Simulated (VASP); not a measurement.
# FeCo (Pm-3m) in VASP: settings compared, part 2 of 2

VASP 6.6.1. The steps go on from the part before.

### Step 3. Relaxation of cell and atoms, PBE, collinear spin, ferromagnetic start

This run uses another cell than the first one, of 11.66 Å³/atom.

Contents of INCAR:

```
ALGO = Normal ; EDIFF = 1E-7
EDIFFG = -0.01 ; ENCUT = 600
GGA = PE ; GGA_COMPAT = False
IBRION = 2 ; ISIF = 3
ISMEAR = 1 ; ISPIN = 2
LASPH = True ; LCHARG = False
LMAXMIX = 4 ; LORBIT = 11
LREAL = False ; LWAVE = False
MAGMOM = 3.5 2.5 ; NELM = 200
NELMIN = 4 ; NSW = 60
PREC = Accurate ; SIGMA = 0.1
```

Contents of KPOINTS:

```
k-points
0
Gamma
  8 8 8
```

Contents of POSCAR:

```
FeCo
1.0
    2.8570000000      0.0000000000      0.0000000000
    0.0000000000      2.8570000000      0.0000000000
    0.0000000000      0.0000000000      2.8570000000
Fe Co
1 1
Direct
    0.5000000000      0.5000000000      0.5000000000
    0.0000000000      0.0000000000      0.0000000000
```

Potentials or basis: VASP PAW PBE potentials, release 64 (Fe, Co).

Command:

```bash
$ cat potpaw_PBE.64/Fe/POTCAR potpaw_PBE.64/Co/POTCAR > POTCAR
$ mpirun -np 1 vasp_std > vasp.out
```

OUTCAR:

```text
EDIFF = 1E-7
   EDIFFG = -0.01
   ENCUT = 600
   GGA = PE
   IBRION = 2
   ISIF = 3
   ISMEAR = 1
   ISPIN = 2
   LASPH = True
   LORBIT = 11
   LREAL = False
   NELM = 200
   NELMIN = 4
   NSW = 60
   PREC = Accurate

 ion  position               nearest neighbor table
   1  0.500  0.500  0.500-   2 2.47   2 2.47   2 2.47   2 2.47   2 2.47   2 2.47   2 2.47   2 2.47

   2  0.000  0.000  0.000-   1 2.47   1 2.47   1 2.47   1 2.47   1 2.47   1 2.47   1 2.47   1 2.47

  LATTYP: Found a simple cubic cell.
 ALAT       =     2.8570000000

  Lattice vectors:

 A1 = (   2.8570000000,   0.0000000000,   0.0000000000)
 A2 = (   0.0000000000,   2.8570000000,   0.0000000000)
 A3 = (   0.0000000000,   0.0000000000,   2.8570000000)

Analysis of symmetry for initial positions (statically):
=====================================================================
 Subroutine PRICEL returns:
 Original cell was already a primitive cell.

 Routine SETGRP: Setting up the symmetry group for a
 simple cubic supercell.

 Subroutine GETGRP returns: Found 48 space group operations
 (whereof 48 operations were pure point group operations)
 out of a pool of 48 trial point group operations.

The static configuration has the point symmetry O_h .

Analysis of symmetry for dynamics (positions and initial velocities):
=====================================================================
 Subroutine PRICEL returns:
 Original cell was already a primitive cell.

 Routine SETGRP: Setting up the symmetry group for a
 simple cubic supercell.

 Subroutine GETGRP returns: Found 48 space group operations
 (whereof 48 operations were pure point group operations)
 out of a pool of 48 trial point group operations.

The dynamic configuration has the point symmetry O_h .

Analysis of structural, dynamic, and magnetic symmetry:
=====================================================================
 Subroutine PRICEL returns:
 Original cell was already a primitive cell.

 Routine SETGRP: Setting up the symmetry group for a
 simple cubic supercell.

 Subroutine GETGRP returns: Found 48 space group operations
 (whereof 48 operations were pure point group operations)
 out of a pool of 48 trial point group operations.

The overall configuration has the point symmetry O_h .

[... 153 lines left out ...]
  Direction    XX          YY          ZZ          XY          YZ          ZX
  --------------------------------------------------------------------------------------
  -------------------------------------------------------------------------------------
  Total       -0.3159916     -0.3159916     -0.3159916      0.0000000      0.0000000     -0.0000000
  in kB      -21.7097774    -21.7097774    -21.7097774      0.0000000      0.0000000     -0.0000000
  external PRESSURE =     -21.7097774 kB  Pullay stress =       0.0000000 kB
[... 59 lines left out ...]
--------------------------------------- Ionic step        3  -------------------------------------------

 number of electron      16.9999998 magnetization       4.6328498

 Free energy of the ion-electron system (eV)
  ---------------------------------------------------
  ext. energy  EPLUGINS =         0.00000000
  ---------------------------------------------------
  free energy    TOTEN  =       -15.40117219 eV

  energy without entropy =      -15.40020670  energy(sigma->0) =      -15.40085036

 E-fermi :   8.0441     XC(G=0): -13.0404

 val. band max:        8.0301965746   @ k =   0.3750   0.0000   0.0000
 cond. band min:       8.0692678797   @ k =   0.3750   0.1250   0.1250
 fundamental gap:      0.0390713051
 Fermi energy:         8.0440701902

 spin component 1

 k-point     1 :       0.0000    0.0000    0.0000
  band No.  band energies     occupation
      1      -0.9556      1.00000
      2       2.6446      1.00000
      3       2.6446      1.00000
      4       4.9295      1.00000
      5       4.9295      1.00000
      6       4.9295      1.00000
      7       6.0119      1.00000
      8       6.0119      1.00000
      9       7.1145      1.00000
     10       7.1145      1.00000
     11       7.1145      1.00000
     12      17.1336      0.00000
     13      17.1336      0.00000
     14      17.1336      0.00000
[... 403 lines left out ...]
      4       4.0456      1.00000
      5       5.4559      1.00000
      6       5.4666      1.00000
      7       5.9767      1.00000
      8       6.1130      1.00000
      9       6.5313      1.00000
     10       6.6165      1.00000
     11       8.9144     -0.00000
     12       8.9551     -0.00000
     13      15.2274      0.00000
     14      15.4132      0.00000
     15      22.7665      0.00000

 [... further k-points ...]

 spin component 2

 k-point     1 :       0.0000    0.0000    0.0000
  band No.  band energies     occupation
      1      -0.7674      1.00000
      2       4.5857      1.00000
      3       4.5857      1.00000
      4       6.8981      1.00000
      5       6.8981      1.00000
      6       6.8981      1.00000
      7       8.8744     -0.00000
      8       8.8744     -0.00000
      9       9.5656     -0.00000
     10       9.5656     -0.00000
     11       9.5656     -0.00000
     12      17.4238      0.00000
     13      17.4238      0.00000
     14      17.4238      0.00000
[... 444 lines left out ...]
  FREE ENERGIE OF THE ION-ELECTRON SYSTEM (eV)
  ---------------------------------------------------
  free  energy   TOTEN  =       -15.4011721881 eV

  energy  without entropy=      -15.4002067021  energy(sigma->0) =      -15.40085036

 reached required accuracy - stopping structural energy minimisation

 total charge

# of ion       s       p       d       tot
------------------------------------------
    1        0.475   0.532   6.138   7.144
    2        0.483   0.515   7.234   8.231
--------------------------------------------------
tot          0.958   1.046  13.371  15.376

 magnetization (x)

# of ion       s       p       d       tot
------------------------------------------
    1        0.004  -0.034   2.870   2.841
    2       -0.010  -0.043   1.852   1.799
--------------------------------------------------
tot         -0.005  -0.078   4.722   4.639
```

Run time: 48 s. Hardware: 1 thread of Intel Xeon Platinum 8488C (Sapphire Rapids), shared host; peak memory 0.17 GiB.

Results:

* Free energy: -15.4012 eV
* Relaxed volume: 11.53 Å³/atom
* Relaxed cell: a = 2.846 Å, b = 2.846 Å, c = 2.846 Å, α = 90.00°, β = 90.00°, γ = 90.00°
* Space group after relaxing (to 0.1 Å): Pm-3m (No. 221)
* Energy gained by relaxing: 0.9 meV/atom
* Ionic steps: 3
* Pressure after relaxing: 0.0 GPa
* Net moment: 4.63 μB per cell
* Site moments: Fe +2.84; Co +1.80 μB
* Valence electrons inside the program's atomic spheres: Fe 7.14; Co 8.23

Step by step:
| step | energy change (eV) | largest force (eV/Å) | pressure (GPa) | volume (Å³) |
| --- | --- | --- | --- | --- |
| 1 | 0.0000 | 0.0000 | -2.17 | 23.32 |
| 2 | 0.0001 | 0.0000 | 2.28 | 22.79 |
| 3 | -0.0018 | 0.0000 | 0.02 | 23.06 |

Final structure:
```
Fe Co
1.0
     2.84624    0.00000    0.00000
     0.00000    2.84624    0.00000
     0.00000    0.00000    2.84624
Fe Co
1 1
Direct
  0.50000 0.50000 0.50000
  0.00000 0.00000 0.00000
```

Levels at points of the mesh, in eV from the Fermi level:
Spin up:
| k point | band 8 | band 9 | band 10 | band 11 | band 12 | band 13 | band 14 | band 15 |
| --- | --- | --- | --- | --- | --- | --- | --- | --- |
| (0.00, 0.00, 0.00) | -2.03 | -0.93 | -0.93 | -0.93 | 9.09 | 9.09 | 9.09 | 14.65 |
| (0.50, 0.00, 0.00) | -2.58 | -2.12 | -1.96 | -0.90 | -0.65 | 15.94 | 15.94 | 16.12 |
| (0.50, 0.50, 0.00) | -1.80 | -0.69 | -0.69 | -0.14 | -0.14 | 6.05 | 6.24 | 17.70 |
| (0.50, 0.50, 0.50) | -1.91 | -1.76 | -1.76 | 7.60 | 7.60 | 7.60 | 7.68 | 7.68 |
Spin down:
```
           k point  band 4  band 5  band 6  band 7  band 8  band 9
(0.00, 0.00, 0.00)   -1.15   -1.15   -1.15    0.83    0.83    1.52
(0.50, 0.00, 0.00)   -1.11   -1.11   -1.11   -0.36   -0.27   -0.27
(0.50, 0.50, 0.00)   -2.27   -0.01   -0.01    0.54    0.62    0.81
(0.50, 0.50, 0.50)   -2.20   -2.20   -2.20    0.66    0.66    1.53
```

### Step 4. Single point, r2SCAN, collinear spin, ferromagnetic start

Contents of POSCAR:

```
FeCo
1.0
    2.8488506629      0.0000000000      0.0000000000
    0.0000000000      2.8488506629      0.0000000000
    0.0000000000      0.0000000000      2.8488506629
Fe Co
1 1
Direct
    0.5000000000      0.5000000000      0.5000000000
    0.0000000000      0.0000000000      0.0000000000
```

Contents of INCAR.step1:

```
  ALGO = Normal
  EDIFF = 1E-5
  ENCUT = 660
  GGA = PE
  GGA_COMPAT = F
  ISMEAR = 1
  ISPIN = 2
  LASPH = T
  LCHARG = F
  LMAXMIX = 4
  LREAL = F
  LWAVE = T
  MAGMOM = 3.5 2.5
  NBANDS = 20
  NELM = 200
  PREC = Accurate
  SIGMA = 0.1
```

Contents of INCAR.step2:

```
  ALGO = Normal
  EDIFF = 1E-6
  ENCUT = 660
  GGA_COMPAT = F
  ISIF = 2
  ISMEAR = 1
  ISPIN = 2
  ISTART = 1
  LASPH = T
  LCHARG = F
  LMAXMIX = 4
  LMIXTAU = T
  LORBIT = 11
  LREAL = F
  LWAVE = F
  MAGMOM = 3.5 2.5
  METAGGA = R2SCAN
  NBANDS = 20
  NELM = 200
  PREC = Accurate
  SIGMA = 0.1
```

Contents of KPOINTS:

```
k-points
0
Gamma
  11 11 11
```

Command:

```bash
$ cat potpaw_PBE.64/Fe/POTCAR potpaw_PBE.64/Co/POTCAR > POTCAR
$ cp INCAR.step1 INCAR
$ mpirun -np 1 vasp_std > vasp.out
$ cp INCAR.step2 INCAR
$ mpirun -np 1 vasp_std > vasp.out
```

Run time: 1.9 min. Hardware: 1 thread of Intel Xeon Platinum 8488C (Sapphire Rapids), shared host; peak memory 0.19 GiB.

It converged, with:

* Free energy: -28.0203 eV
* Pressure: -2.3 GPa
* Net moment: 4.84 μB per cell
* Site moments: Fe +3.06; Co +1.89 μB
* Valence electrons inside the program's atomic spheres: Fe 7.13; Co 8.27

Levels at points of the mesh, in eV from the Fermi level:
Spin up:
| k point | band 9 | band 10 | band 11 | band 12 | band 13 | band 14 |
| --- | --- | --- | --- | --- | --- | --- |
| (0.00, 0.00, 0.00) | -1.78 | -1.78 | -1.78 | 9.16 | 9.16 | 9.16 |
Spin down:
```tsv
k point	band 2	band 3	band 4	band 5	band 6	band 7	band 8	band 9	band 10	band 11
(0.00, 0.00, 0.00)	-3.47	-3.47	-1.29	-1.29	-1.29	1.41	1.41	1.64	1.64	1.64
```

Caveat: the PAW data sets were made with another functional, which shifts forces and pressure a little.

### Step 5. Overview

```tsv
task	level	cell	k mesh	cutoff (eV)	gap on the mesh (eV)	pressure (GPa)	moment (μB)
single point	PBE	a = 2.849 Å, 2 atoms	8 × 8 × 8	600	none	-0.5	4.64
relaxation of cell and atoms	PBE	relaxed from a = 2.857 Å, 2 atoms	8 × 8 × 8	600	none	0.0	4.63
single point	r2SCAN	a = 2.849 Å, 2 atoms	11 × 11 × 11	660	none	-2.3	4.84
```

Alike in all rows: potentials or basis VASP PAW PBE potentials, release 64 (Fe, Co); spin collinear, ferromagnetic start; smearing methfessel-paxton 0.1 eV.

Caveats: the PAW data sets were made with another functional, which shifts forces and pressure a little (at least some runs).

Total energies depend on the potentials used, so only differences within one code and one set of settings carry meaning.
